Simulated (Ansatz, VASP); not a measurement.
**One calculation of Al, two programs**

```
Al
1.0
    -1.64918    1.64918    1.53044
     1.64918   -1.64918    1.53044
     1.64918    1.64918   -1.53044
Al
1
Direct
  0.00000 0.00000 0.00000
```

Alike in both runs: task single point; functional LDA; k mesh 22 × 22 × 22; occupations gaussian, width 0.15 eV; no spin polarisation.

|  | VASP | Ansatz |
| --- | --- | --- |
| version | VASP 6.6.1 | Ansatz 0.2.0 |
| potentials or method | VASP PAW LDA potentials, release 64 (Al), cutoff 520 eV | scalar-relativistic, plane waves, PAW |
| valence electrons in the cell | 3 | 3 |

|  | VASP | Ansatz | Ansatz less VASP |
| --- | --- | --- | --- |
| gap on the k mesh at the Fermi level (eV) | none | none | - |
| pressure (GPa) | -1.9 | -1.9 | -0.06 |
| traceless stress, the component that is largest in VASP (GPa) | -1.33 | -1.32 | +0.011 |

LDA's correlation is that of Perdew and Zunger in VASP and of Perdew and Wang (1992) in Ansatz. A gap of «none» marks a metal or a gap that the smearing closes.
